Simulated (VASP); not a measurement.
Runs of VASP 6.6.1 on CaAl4O. The structure is that of space group F-43m (No. 216), or close to it. The cells are those of the table. 

```tsv
task	cell	k mesh	cutoff (eV)	gap on the mesh (eV)	pressure (GPa)	largest force (eV/Å)
relaxation of cell and atoms	relaxed from a = 5.197 Å, angles 60.0°, 6 atoms	4 × 4 × 4	600	-	-0.1	0.02
single point	a = 5.197 Å, angles 60.0°, 6 atoms	4 × 4 × 4	520	none	11.9	(a)
single point	a = 5.458 Å, angles 60.0°, 6 atoms	8 × 8 × 8	520	none	(b)	0.01
single point	a = 5.444 Å, angles 60.0°, 6 atoms	4 × 4 × 4	520	none	0.4	-
```

Alike in all rows: level PBE; potentials or basis VASP PAW PBE potentials, release 64 (Ca_sv, Al, O); no spin polarisation; smearing gaussian 0.1 eV.

**Question.** Estimate the missing entries.

**Answer.** (a) 0.74; (b) 0.0.

Caveats: some runs use coarse meshes; the bands computed are all filled at some k points, so no gap is given (some runs).

A gap of «none» marks levels without a gap at the run's occupations.
